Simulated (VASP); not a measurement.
Wanted: the native input for a VASP 6.6.1 run.

```yaml
Task: single point
Functional: PBEsol
Potentials_or_basis: VASP PAW PBE potentials, release 64 (Sc_sv, Pd)
Cutoff: 520 eV
k_mesh: 7 × 7 × 7
Occupations: fermi-dirac, width 0.01 eV
Spin: no spin polarisation
Dipole_correction: no
Further_INCAR_settings: ALGO = Normal; EDIFF = 1e-06; NBANDS = 18
```

The structure of ScPd lies in POSCAR:

```
ScPd
1.0
    3.2386296960      0.0000000000      0.0000000000
    0.0000000000      3.2386296960      0.0000000000
    0.0000000000      0.0000000000      3.2386296960
Sc Pd
1 1
Direct
    0.5000000000      0.5000000000      0.5000000000
    0.0000000000      0.0000000000      0.0000000000
```

The input as run:

INCAR

```
SYSTEM = ScPd
PREC = Accurate
ENCUT = 520
EDIFF = 1E-6
ISMEAR = -1
SIGMA = 0.01
LREAL = .False.
LASPH = .True.
NELM = 60
ALGO = Normal
ISIF = 2
LWAVE = .False.
LCHARG = .True.
GGA = PS
LELF = .True.
LVHAR = .True.
NBANDS = 18
```

KPOINTS

```
Automatic mesh
0
Gamma
  7 7 7
  0 0 0
```

Potentials or basis: VASP PAW PBE potentials, release 64 (Sc_sv, Pd).

The run is started by

```sh
$ cat potpaw_PBE.64/Sc_sv/POTCAR potpaw_PBE.64/Pd/POTCAR > POTCAR
$ mpirun -np 1 vasp_std > vasp.out
```

Results of the run:

* Pressure: 4.2 GPa

Caveat: the PAW data sets were made with another functional, which shifts forces and pressure a little.

Wall time 6.8 s on 1 thread of Intel Xeon 6975P-C, with other jobs on the host, peak memory 0.14 GiB.
